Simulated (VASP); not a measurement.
The system is TiO.

```xyz
4
Lattice="2.8516 0.0000 0.0000 -1.4258 2.4696 0.0000 0.0000 0.0000 5.5675" Properties=species:S:1:pos:R:3 pbc="T T T"
Ti    0.0000    1.6464    1.3919
Ti    1.4258    0.8232    4.1756
O     0.0000    0.0000    0.0000
O     0.0000    0.0000    2.7838
```

| Item | Value |
| --- | --- |
| Program | VASP 6.6.1 |
| Task | relaxation of cell and atoms |
| Functional | r2SCAN |
| Dispersion | rVV10 |
| Potentials or basis | VASP PAW PBE potentials, release 64 (Ti_sv, O) |
| Cutoff | 600 eV |
| k mesh | 18 × 18 × 8 |
| Occupations | gaussian, width 0.1 eV |
| Spin | no spin polarisation |

At the start: pressure -5.6 GPa; volume 9.80 Å³/atom.

Question: Where does the relaxation end?

Answer: Over 5 steps the energy falls by 4.1 meV/atom and the volume is 9.57 Å³/atom (-2.3 %); space group P6_3/mmc (No. 194, to 0.1 Å) before and after.

Step by step:
```
step  energy change (eV)  largest force (eV/Å)  pressure (GPa)  volume (Å³)
   1              0.0000                0.0000           -5.56        39.21
   2              0.0051                0.0000            7.12        37.31
   3             -0.0164                0.0000            0.05        38.31
   4             -0.0163                0.0000            0.16        38.29
   5             -0.0166                0.0000            0.11        38.29
```

Final structure:
```xyz
4
Lattice="2.8246 0.0000 0.0000 -1.4123 2.4462 0.0000 0.0000 0.0000 5.5421" Properties=species:S:1:pos:R:3 pbc="T T T"
Ti    0.0000    1.6308    1.3855
Ti    1.4123    0.8154    4.1566
O    -1.4123    2.4462    0.0000
O    -1.4123    2.4462    2.7711
```

Caveat: the PAW data sets were made with another functional, which shifts forces and pressure a little.
